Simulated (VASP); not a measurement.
Cu:

```xyz
1
Lattice="2.3365 0.0000 0.0000 0.0000 2.3365 0.0000 0.0000 0.0000 2.3365" Properties=species:S:1:pos:R:3 pbc="T T T"
Cu    0.0000    0.0000    0.0000
```

- Program: VASP 6.6.1
- Task: relaxation of cell and atoms
- Functional: PBE
- Potentials or basis: VASP PAW PBE potentials, release 64 (Cu)
- Cutoff: 600 eV
- k mesh: 13 × 13 × 13
- Occupations: fermi-dirac, width 0.1 eV
- Spin: no spin polarisation

At the start: pressure 11.7 GPa; volume 12.75 Å³/atom.

Task: How do energy, volume and symmetry change on relaxing?

Result: Over 3 steps the energy falls by 41.5 meV/atom and the volume is 13.99 Å³/atom (+9.7 %); space group Pm-3m (No. 221, to 0.05 Å).

Step by step:
```csv
step,energy change (eV),largest force (eV/Å),pressure (GPa),volume (Å³)
1,0.0000,0.0000,11.73,12.75
2,-0.0350,0.0000,-3.55,14.56
3,-0.0415,0.0000,0.04,13.99
```

Final structure:
```
Cu
1.0
     2.40974    0.00000    0.00000
     0.00000    2.40974    0.00000
     0.00000    0.00000    2.40974
Cu
1
Direct
  0.00000 0.00000 0.00000
```
